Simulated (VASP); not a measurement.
Crystal: Ti.

```
Ti
1.0
     2.95000    0.00000    0.00000
    -1.47500    2.55477    0.00000
     0.00000    0.00000    4.68600
Ti
2
Direct
  0.33333 0.66667 0.25000
  0.66667 0.33333 0.75000
```

Base run:

```yaml
Program: VASP 6.6.1
Functional: LDA
Potentials_or_basis: VASP PAW LDA potentials, release 64 (Ti_sv)
Cutoff: 500 eV
k_mesh: 14 × 14 × 8
Occupations: fermi-dirac, width 0.05 eV
Spin: no spin polarisation
```

Its results: band gap on the k mesh zero (band 12 reaches 8.65 eV, above the bottom of band 13 at 7.66 eV); pressure -10.0 GPa.

Question: After a change of settings the same cell gave: band gap on the k mesh zero (band 12 reaches 8.66 eV, above the bottom of band 13 at 7.67 eV); pressure -10.7 GPa. Which change was it?
A. functional from LDA to PBE; potentials or basis from VASP PAW LDA potentials, release 64 (Ti_sv) to VASP PAW PBE potentials, release 64 (Ti_sv)
B. cutoff from 500 eV to 400 eV; further incar settings from ALGO = Normal; EDIFF = 1e-06; NBANDS = 19 to ALGO = Normal; EDIFF = 1e-08; NBANDS = 19
C. functional from LDA to PBEsol; potentials or basis from VASP PAW LDA potentials, release 64 (Ti_sv) to VASP PAW PBE potentials, release 64 (Ti_sv); cutoff from 500 eV to 520 eV
D. functional from LDA to r2SCAN; potentials or basis from VASP PAW LDA potentials, release 64 (Ti_sv) to VASP PAW PBE potentials, release 64 (Ti_sv); cutoff from 500 eV to 550 eV

Answer: B.
